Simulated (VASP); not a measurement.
A run of VASP 6.6.1:

POSCAR

```
CdI2
1.0
    4.2483568955      0.0000000000      0.0000000000
   -2.1241784478      3.6791849958      0.0000000000
    0.0000000000      0.0000000000      6.8844152040
Cd I
1 2
Direct
    0.0000000000      0.0000000000      0.0000000000
    0.3333333333      0.6666666667      0.2495592320
    0.6666666667      0.3333333333      0.7504407680
```

File INCAR.step1:

```
PREC = Accurate
ENCUT = 400
EDIFF = 1E-5
ISMEAR = 0
SIGMA = 0.01
LREAL = F
LASPH = T
NELM = 120
ALGO = Normal
ISIF = 2
LWAVE = T
NBANDS = 20
GGA = PE
GGA_COMPAT = F
```

INCAR.step2

```
PREC = Accurate
ENCUT = 400
EDIFF = 1E-6
ISMEAR = 0
SIGMA = 0.01
LREAL = F
LASPH = T
NELM = 120
ALGO = Normal
ISIF = 2
LWAVE = F
LCHARG = T
GGA = PE
LHFCALC = T
AEXX = 1.0
HFSCREEN = 0.5
PRECFOCK = Normal
LELF = T
LVHAR = T
NBANDS = 20
ISTART = 1
ALDAC = 1.0
AGGAC = 1.0
GGA_COMPAT = F
```

KPOINTS

```
Automatic mesh
0
Gamma
  6 6 2
```

Potentials or basis: VASP PAW PBE potentials, release 64 (Cd, I).

Run with:

```sh
$ cat potpaw_PBE.64/Cd/POTCAR potpaw_PBE.64/I/POTCAR > POTCAR
$ cp INCAR.step1 INCAR
$ mpirun -np 1 vasp_std > vasp.out
$ cp INCAR.step2 INCAR
$ mpirun -np 1 vasp_std > vasp.out
```

Hardware: 1 thread of Intel(R) Xeon(R) Platinum 8488C (Sapphire Rapids) (shared host).

Q: How long does it take, and how much memory?

A: Wall time 34 min on 1 thread of Intel(R) Xeon(R) Platinum 8488C (Sapphire Rapids) (shared host), peak memory 0.32 GiB. Counts: k points 14.
